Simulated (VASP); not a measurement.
Input of a VASP 6.6.1 run:

File INCAR:

```
SYSTEM = Tl2F
PREC = Accurate
ENCUT = 520
EDIFF = 1E-6
ISMEAR = 0
SIGMA = 0.1
LREAL = .FALSE.
LASPH = .TRUE.
NELM = 100
ALGO = Fast
ISIF = 2
LWAVE = .FALSE.
LCHARG = .FALSE.
GGA = PE
NBANDS = 24
```

Contents of KPOINTS:

```
regular mesh
0
G
  12 12 14
  0 0 0
```

File POSCAR:

```
Tl2F
1.0
    5.2144840041      0.0000000000      0.0000000000
   -2.6072420020      4.5158756152      0.0000000000
    0.0000000000      0.0000000000      3.2836899656
Tl F
2 1
Direct
    0.3333333333      0.6666666667      0.5000000000
    0.6666666667      0.3333333333      0.5000000000
    0.0000000000      0.0000000000      0.0000000000
```

Potentials or basis: VASP PAW PBE potentials, release 64 (Tl_d, F).

The run is started by

```sh
$ cat potpaw_PBE.64/Tl_d/POTCAR potpaw_PBE.64/F/POTCAR > POTCAR
$ mpirun -np 1 vasp_std > vasp.out
```

Problem. Estimate the pressure.

Solution. -0.1 GPa.

Problem. What does it give for the band gap on the k mesh?

Solution. Zero (an odd number of electrons rules out a gap without spin polarisation).

Caveat: spin-orbit coupling is left out, which moves the levels of the heavy elements.
